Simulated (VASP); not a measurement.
# W (I4/mmm) in VASP: single point with PBEsol

Aim: the single point of W with PBEsol.

All numbers are computed with VASP 6.6.1; they aren't measurements. Logs are shortened: lines on timing, memory, paths and dates and some standing lists are left out, and cuts for length are marked.

**1. The cell of the first run**

Symmetry: I4/mmm, No. 139, tetragonal system. The conventional cell has a = 2.686 Å, b = 2.686 Å, c = 4.438 Å, α = 90.00°, β = 90.00°, γ = 90.00°. W (site symmetry 4/mmm) has 12 W at 2.69 to 2.92 Å within 3.5 Å.

**2. Single point, PBEsol**

Contents of INCAR:

```
  PREC = Accurate
  ENCUT = 500
  EDIFF = 1E-6
  ISMEAR = 0
  SIGMA = 0.1
  LREAL = False
  LASPH = True
  NELM = 120
  ALGO = Normal
  ISIF = 2
  LWAVE = False
  LCHARG = False
  GGA = PS
  NBANDS = 13
  GGA_COMPAT = False
```

Contents of KPOINTS:

```
Automatic mesh
0
Gamma
  8 8 8
```

Contents of POSCAR:

```
W
1.0
   -1.3431616846      1.3431616846      2.2188642146
    1.3431616846     -1.3431616846      2.2188642146
    1.3431616846      1.3431616846     -2.2188642146
W
1
Direct
    0.0000000000      0.0000000000      0.0000000000
```

Potentials or basis: VASP PAW PBE potentials, release 64 (W_sv).

Command:

```console
> cat potpaw_PBE.64/W_sv/POTCAR > POTCAR
> mpirun -np 1 vasp_std > vasp.out
```

OUTCAR:

```text
PREC = Accurate
   ENCUT = 500
   EDIFF = 1E-6
   ISMEAR = 0
   LREAL = False
   LASPH = True
   NELM = 120
   ISIF = 2
   GGA = PS

 ion  position               nearest neighbor table
   1  0.000  0.000  0.000-

  LATTYP: Found a body centered tetragonal cell.
 ALAT       =     2.6863233692
 C/A-ratio  =     1.6519710471

  Lattice vectors:

 A1 = (  -1.3431616846,   1.3431616846,   2.2188642146)
 A2 = (   1.3431616846,  -1.3431616846,   2.2188642146)
 A3 = (   1.3431616846,   1.3431616846,  -2.2188642146)

Analysis of symmetry for initial positions (statically):
=====================================================================
 Subroutine PRICEL returns:
 Original cell was already a primitive cell.

 Routine SETGRP: Setting up the symmetry group for a
 body centered tetragonal supercell.

 Subroutine GETGRP returns: Found 16 space group operations
 (whereof 16 operations were pure point group operations)
 out of a pool of 16 trial point group operations.

The static configuration has the point symmetry D_4h.

Analysis of symmetry for dynamics (positions and initial velocities):
=====================================================================
 Subroutine PRICEL returns:
 Original cell was already a primitive cell.

 Routine SETGRP: Setting up the symmetry group for a
 body centered tetragonal supercell.

 Subroutine GETGRP returns: Found 16 space group operations
 (whereof 16 operations were pure point group operations)
 out of a pool of 16 trial point group operations.

The dynamic configuration has the point symmetry D_4h.

 Subroutine INISYM returns: Found 16 space group operations
 (whereof 16 operations are pure point group operations),
 and found     1 'primitive' translations

----------------------------------------------------------------------------------------

                                     Primitive cell

  volume of cell :      16.0121

  direct lattice vectors                    reciprocal lattice vectors
    -1.343161685  1.343161685  2.218864215     0.000000000  0.372256003  0.225340513
     1.343161685 -1.343161685  2.218864215     0.372256003  0.000000000  0.225340513
     1.343161685  1.343161685 -2.218864215     0.372256003  0.372256003  0.000000000

  length of vectors
     2.920877441  2.920877441  2.920877441     0.435146962  0.435146962  0.526449488

  position of ions in fractional coordinates (direct lattice)
     0.000000000  0.000000000  0.000000000

  ion indices of the primitive-cell ions
   primitive index   ion index
                 1           1

----------------------------------------------------------------------------------------

 KPOINTS: Automatic mesh

Automatic generation of k-mesh.
 Grid dimensions read from file:
 generate k-points for:    8    8    8

 Generating k-lattice:

  Cartesian coordinates                     Fractional coordinates (reciprocal lattice)
     0.000000000  0.046532000  0.028167564     0.125000000  0.000000000 -0.000000000
     0.046532000  0.000000000  0.028167564     0.000000000  0.125000000 -0.000000000
     0.046532000  0.046532000  0.000000000     0.000000000  0.000000000  0.125000000

  Length of vectors
     0.054393370  0.054393370  0.065806186

  Shift w.r.t. Gamma in fractional coordinates (k-lattice)
     0.000000000  0.000000000  0.000000000

 Subroutine IBZKPT returns following result:
 ===========================================

 Found     59 irreducible k-points:

 Following reciprocal coordinates:
            Coordinates               Weight
  0.000000  0.000000  0.000000      1.000000
  0.125000  0.000000 -0.000000      8.000000
  0.250000  0.000000 -0.000000      8.000000
  0.375000  0.000000 -0.000000      8.000000
  0.500000  0.000000 -0.000000      4.000000
  0.125000  0.125000 -0.000000      8.000000
[... 16 lines left out ...]
  0.250000  0.125000  0.125000     16.000000
  0.375000  0.125000  0.125000      8.000000
 [... further k-points ...]
   k-points           NKPTS =     59   k-points in BZ     NKDIM =     59   number of bands    NBANDS=     13
   number of dos      NEDOS =    301   number of ions     NIONS =      1
   total plane-waves  NPLWV =  13824
   dimension x,y,z NGX =    24 NGY =   24 NGZ =   24
   dimension x,y,z NGXF=    48 NGYF=   48 NGZF=   48
   ions per type =               1
   NGX,Y,Z   is equivalent  to a cutoff of  13.66, 13.66, 13.66 a.u.
   NGXF,Y,Z  is equivalent  to a cutoff of  27.32, 27.32, 27.32 a.u.
 SYSTEM =  unknown system
   PREC   = accura    normal or accurate (medium, high low for compatibility)
   ISTART =      0    job   : 0-new  1-cont  2-samecut
   ICHARG =      2    charge: 1-file 2-atom 10-const
   ISPIN  =      1    spin polarized calculation?
   LNONCOLLINEAR =      F non collinear calculations
   LSORBIT =      F    spin-orbit coupling
   LASPH  =      T    aspherical Exc in radial PAW
   ENCUT  =  500.0 eV  36.75 Ry    6.06 a.u.   5.33  5.33  5.33*2*pi/ulx,y,z
   NELM   =    120;   NELMIN=  2; NELMDL= -5     # of ELM steps
   EDIFF  = 0.1E-05   stopping-criterion for ELM
   LREAL  =      F    real-space projection
   EDIFFG = 0.1E-04   stopping-criterion for IOM
   NSW    =      0    number of steps for IOM
   IBRION =     -1    ionic relax: 0-MD 1-quasi-New 2-CG
   NFREE  =      0    steps in history (QN), initial steepest desc. (CG)
   ISIF   =      2    stress and relaxation
   ISYM   =      2    0-nonsym 1-usesym 2-fastsym
   POTIM  = 0.5000    time-step for ionic-motion
   TEBEG  =    0.0;   TEEND  =   0.0 temperature during run
   PSTRESS=    0.0 pullay stress
   NELECT =      14.0000    total number of electrons
   NUPDOWN=      -1.0000    fix difference up-down
   EMIN   =  10.00;   EMAX   =-10.00  energy-range for DOS
   EFERMI =   0.00;   METHOD = LEGACY
   ISMEAR =     0;   SIGMA  =   0.10  broadening in eV -4-tet -1-fermi 0-gaus
   EFERMI_NEDOS =   21; number of points for ismear=-14 and -15
   IALGO  =     38    algorithm
   IMIX   =      4    mixing-type and parameters
     AMIX     =   0.40;   BMIX     =  1.00
     AMIX_MAG =   1.60;   BMIX_MAG =  1.00
  volume/ion in A,a.u.               =      16.01       108.05
  Fermi-wavevector in a.u.,A,eV,Ry     =   1.565435  2.958243 33.342262  2.450587
  Thomas-Fermi vector in A             =   2.667912
   LORBIT       =      0    0 simple, 1 ext, 2 COOP (PROOUT), +10 PAW based schemes
   GGA     = PS    functional components
   LHFCALC =     F    Hartree Fock is set to
   AEXX    =    0.0000 exact exchange contribution
   IVDW    =     0    specifies the selected vdW correction
   LEPSILON=     F    determine dielectric tensor
   LRPA    =     F    only Hartree local field effects (RPA)
 non-spin polarized calculation
 Gauss-broadening in eV      SIGMA  =   0.10
  energy-cutoff  :      500.00
  volume of cell :       16.01
 maximum number of plane-waves:       420
 NGX is ok and might be reduce to    24
   NGX = 11   NGY = 11   NGZ = 11

 number of electron      13.9999999 magnetization

 Free energy of the ion-electron system (eV)
  ---------------------------------------------------
  ext. energy  EPLUGINS =         0.00000000
  ---------------------------------------------------
  free energy    TOTEN  =       -13.41251456 eV

  energy without entropy =      -13.40907112  energy(sigma->0) =      -13.41079284

 E-fermi :  11.0642     XC(G=0): -13.6941

 val. band max:       11.0053016011   @ k =   0.5000   0.0000  -0.0000
 cond. band min:      11.1052973681   @ k =   0.3750   0.3750  -0.0000
 fundamental gap:      0.0999957671
 Fermi energy:        11.0642405171

 k-point     1 :       0.0000    0.0000    0.0000
  band No.  band energies     occupation
      1     -62.9850      2.00000
      2     -26.6892      2.00000
      3     -26.4903      2.00000
      4     -26.4903      2.00000
      5       1.5401      2.00000
      6       8.6792      2.00000
      7      10.9938      1.68060
      8      10.9938      1.68059
      9      11.3542      0.00004
     10      14.8173      0.00000
     11      23.8948      0.00000
     12      25.9447      0.00000
     13      30.6148      0.00000

 k-point     2 :       0.1250    0.0000   -0.0000
  band No.  band energies     occupation
      1     -62.9663      2.00000
      2     -26.7828      2.00000
      3     -26.6444      2.00000
      4     -26.4953      2.00000
      5       2.2302      2.00000
      6       8.8862      2.00000
      7      10.3695      2.00000
      8      11.3005      0.00083
      9      11.5300      0.00000
     10      14.3261      0.00000
     11      25.0605      0.00000
     12      26.5872      0.00000
     13      28.8163      0.00000

 k-point     3 :       0.2500    0.0000   -0.0000
  band No.  band energies     occupation
      1     -62.9211      2.00000
      2     -27.2230      2.00000
      3     -26.7801      2.00000
      4     -26.5074      2.00000
      5       3.8254      2.00000
      6       9.0870      2.00000
      7       9.4030      2.00000
      8      11.7039      0.00000
      9      12.7860      0.00000
     10      13.8455      0.00000
     11      24.1993      0.00000
     12      27.5382      0.00000
     13      31.1127      0.00000
[... 305 lines left out ...]
 k-point    23 :       0.2500    0.1250    0.1250
  band No.  band energies     occupation
      1     -62.8360      2.00000
      2     -27.5701      2.00000
      3     -27.0626      2.00000
      4     -26.8797      2.00000
      5       6.3266      2.00000
      6       8.1619      2.00000
      7       9.3173      2.00000
      8      11.3770      0.00001
      9      14.4294      0.00000
     10      16.5206      0.00000
     11      23.4156      0.00000
     12      27.4810      0.00000
     13      28.7355      0.00000

 k-point    24 :       0.3750    0.1250    0.1250
  band No.  band energies     occupation
      1     -62.8194      2.00000
      2     -27.7176      2.00000
      3     -27.0524      2.00000
      4     -26.9320      2.00000
      5       6.5155      2.00000
      6       7.7699      2.00000
      7      10.0499      2.00000
      8      11.1431      0.26503
      9      15.1783      0.00000
     10      18.4403      0.00000
     11      21.1474      0.00000
     12      27.8686      0.00000
     13      28.4197      0.00000

 [... further k-points ...]
[... 5 lines left out ...]
  --------------------------------------------------------------------------------------
  -------------------------------------------------------------------------------------
  Total        0.0648402      0.0648402      0.0487108      0.0000000     -0.0000000      0.0000000
  in kB        6.4879478      6.4879478      4.8740376      0.0000000     -0.0000000      0.0000000
  external PRESSURE =       5.9499777 kB  Pullay stress =       0.0000000 kB

 VOLUME and BASIS-vectors are now :
 -----------------------------------------------------------------------------
  energy-cutoff  :      500.00
  volume of cell :       16.01
      direct lattice vectors                 reciprocal lattice vectors
    -1.343161685  1.343161685  2.218864215     0.000000000  0.372256003  0.225340513
     1.343161685 -1.343161685  2.218864215     0.372256003  0.000000000  0.225340513
     1.343161685  1.343161685 -2.218864215     0.372256003  0.372256003  0.000000000

 POSITION                                       TOTAL-FORCE (eV/Angst)
 -----------------------------------------------------------------------------------
      0.00000      0.00000      0.00000         0.000000      0.000000      0.000000
 -----------------------------------------------------------------------------------
    total drift:                                0.000000      0.000000     -0.000000

  FREE ENERGIE OF THE ION-ELECTRON SYSTEM (eV)
  ---------------------------------------------------
  free  energy   TOTEN  =       -13.4125145555 eV

  energy  without entropy=      -13.4090711192  energy(sigma->0) =      -13.41079284
```

Run time: 11 s. Hardware: 1 thread of Intel Xeon 8259CL, shared host; peak memory 0.14 GiB.

What came out:

| Property | Result |
| --- | --- |
| Free energy | -13.4125 eV |
| Pressure | 0.6 GPa |
| Band gap on the k mesh | zero (band 7 reaches 14.96 eV, above the bottom of band 8 at 10.85 eV) |

Levels at points of the mesh, in eV from the Fermi level:
```tsv
k point	band 4	band 5	band 6	band 7	band 8	band 9	band 10	band 11
(0.00, 0.00, 0.00)	-37.55	-9.52	-2.39	-0.07	-0.07	0.29	3.75	12.83
(0.50, 0.00, 0.00)	-37.59	-6.13	-2.29	-0.06	0.39	4.24	5.11	10.59
(0.50, 0.50, 0.00)	-38.04	-6.06	-5.01	3.90	4.01	4.09	6.96	9.81
(0.50, 0.50, 0.50)	-37.81	-6.21	-4.91	0.89	5.11	5.34	5.34	10.58
```

Caveat: the k points lie up to 0.41 Å⁻¹ apart; the PAW data sets were made with another functional, which shifts forces and pressure a little; spin-orbit coupling is left out, which moves the levels of the heavy elements.
